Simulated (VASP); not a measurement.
LiF:

```xyz
64
Lattice="8.0152 0.0000 0.0000 0.0000 8.0152 0.0000 0.0000 0.0000 8.0152" Properties=species:S:1:pos:R:3 pbc="T T T"
F     2.0038    0.0000    0.0000
F     2.0038    0.0000    4.0076
F     2.0038    4.0076    0.0000
F     2.0038    4.0076    4.0076
F     6.0114    0.0000    0.0000
F     6.0114    0.0000    4.0076
F     6.0114    4.0076    0.0000
F     6.0114    4.0076    4.0076
F     0.0000    2.0038    0.0000
F     0.0000    2.0038    4.0076
F     0.0000    6.0114    0.0000
F     0.0000    6.0114    4.0076
F     4.0076    2.0038    0.0000
F     4.0076    2.0038    4.0076
F     4.0076    6.0114    0.0000
F     4.0076    6.0114    4.0076
F     0.0000    0.0000    2.0038
F     0.0000    0.0000    6.0114
F     0.0000    4.0076    2.0038
F     0.0000    4.0076    6.0114
F     4.0076    0.0000    2.0038
F     4.0076    0.0000    6.0114
F     4.0076    4.0076    2.0038
F     4.0076    4.0076    6.0114
F     2.0038    2.0038    2.0038
F     2.0038    2.0038    6.0114
F     2.0038    6.0114    2.0038
F     2.0038    6.0114    6.0114
F     6.0114    2.0038    2.0038
F     6.0114    2.0038    6.0114
F     6.0114    6.0114    2.0038
F     6.0114    6.0114    6.0114
Li    0.0000    0.0000    0.0000
Li    0.0000    0.0000    4.0076
Li    0.0000    4.0076    0.0000
Li    0.0000    4.0076    4.0076
Li    4.0076    0.0000    0.0000
Li    4.0076    0.0000    4.0076
Li    4.0076    4.0076    0.0000
Li    4.0076    4.0076    4.0076
Li    2.0038    2.0038    0.0000
Li    2.0038    2.0038    4.0076
Li    2.0038    6.0114    0.0000
Li    2.0038    6.0114    4.0076
Li    6.0114    2.0038    0.0000
Li    6.0114    2.0038    4.0076
Li    6.0114    6.0114    0.0000
Li    6.0114    6.0114    4.0076
Li    2.0038    0.0000    2.0038
Li    2.0038    0.0000    6.0114
Li    2.0038    4.0076    2.0038
Li    2.0038    4.0076    6.0114
Li    6.0114    0.0000    2.0038
Li    6.0114    0.0000    6.0114
Li    6.0114    4.0076    2.0038
Li    6.0114    4.0076    6.0114
Li    0.0000    2.0038    2.0038
Li    0.0000    2.0038    6.0114
Li    0.0000    6.0114    2.0038
Li    0.0000    6.0114    6.0114
Li    4.0076    2.0038    2.0038
Li    4.0076    2.0038    6.0114
Li    4.0076    6.0114    2.0038
Li    4.0076    6.0114    6.0114
```

Base run:

- Program: VASP 6.6.1
- Functional: r2SCAN
- Potentials or basis: VASP PAW PBE potentials, release 64 (F, Li_sv)
- Cutoff: 520 eV
- k mesh: 1 × 1 × 1, shifted
- Occupations: fermi-dirac, width 0.05 eV
- Spin: no spin polarisation

Its results: band gap on the k mesh 10.87 eV.

Task: The run is repeated on the same cell with these changes: functional from r2SCAN to PBEsol; further incar settings from LREAL = Auto; ALGO = Normal; EDIFF = 1e-06; NBANDS = 198; ISYM = 0 to LREAL = Auto; ALGO = Normal; EDIFF = 1e-07; NBANDS = 198; ISYM = 0. What comes out?

Result: Band gap on the k mesh 9.53 eV.

Caveats: a shifted mesh leaves out Γ, where band edges can lie.

A k mesh can miss the band edges.
